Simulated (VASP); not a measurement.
A run of VASP 6.6.1 is set up as follows.

File POSCAR:

```
TiPt3
1.0
    3.8678117700      0.0000000000      0.0000000000
    0.0000000000      3.8678117700      0.0000000000
    0.0000000000      0.0000000000      3.8678117700
Ti Pt
1 3
Direct
    0.0000000000      0.0000000000      0.0000000000
    0.0000000000      0.5000000000      0.5000000000
    0.5000000000      0.0000000000      0.5000000000
    0.5000000000      0.5000000000      0.0000000000
```

The input INCAR.step1:

```
SYSTEM = TiPt3
PREC     = Accurate       ! precision mode
ENCUT    = 520            ! plane-wave cutoff, eV
ISMEAR   = -1             ! smearing method
SIGMA    = 0.1            ! smearing width, eV
LREAL    = .FALSE.        ! projectors in reciprocal space
LASPH    = .TRUE.         ! aspherical terms in the spheres
NELM     = 100            ! most SCF steps
NBANDS   = 29             ! bands
GGA      = PE             ! functional
ALGO     = Normal         ! electronic algorithm
EDIFF    = 1E-4           ! SCF threshold, eV
LWAVE    = .TRUE.         ! write WAVECAR
LCHARG   = .FALSE.        ! write CHGCAR
```

INCAR.step2

```
SYSTEM = TiPt3
PREC     = Accurate       ! precision mode
ENCUT    = 520            ! plane-wave cutoff, eV
EDIFF    = 1E-7           ! SCF threshold, eV
ISMEAR   = -1             ! smearing method
SIGMA    = 0.1            ! smearing width, eV
LREAL    = .FALSE.        ! projectors in reciprocal space
LASPH    = .TRUE.         ! aspherical terms in the spheres
NELM     = 100            ! most SCF steps
ALGO     = Normal         ! electronic algorithm
ISIF     = 2              ! what is computed and relaxed
LWAVE    = .FALSE.        ! write WAVECAR
LCHARG   = .FALSE.        ! write CHGCAR
METAGGA  = R2SCAN         ! meta-GGA
LMIXTAU  = .TRUE.       
NBANDS   = 29             ! bands
ISTART   = 1
```

KPOINTS

```
Automatic mesh
0
G
  9 9 9
  0 0 0
```

Potentials or basis: VASP PAW PBE potentials, release 64 (Ti_sv, Pt).

Command:

```console
$ cat potpaw_PBE.64/Ti_sv/POTCAR potpaw_PBE.64/Pt/POTCAR > POTCAR
$ cp INCAR.step1 INCAR
$ mpirun -np 1 vasp_std > vasp.out
$ cp INCAR.step2 INCAR
$ mpirun -np 1 vasp_std > vasp.out
```

Estimate the band gap on the k mesh.

zero (band 21 reaches 13.74 eV, above the bottom of band 22 at 12.02 eV).

Predict the pressure.

12.7 GPa.

Caveat: the PAW data sets were made with another functional, which shifts forces and pressure a little; spin-orbit coupling is left out, which moves the levels of the heavy elements.
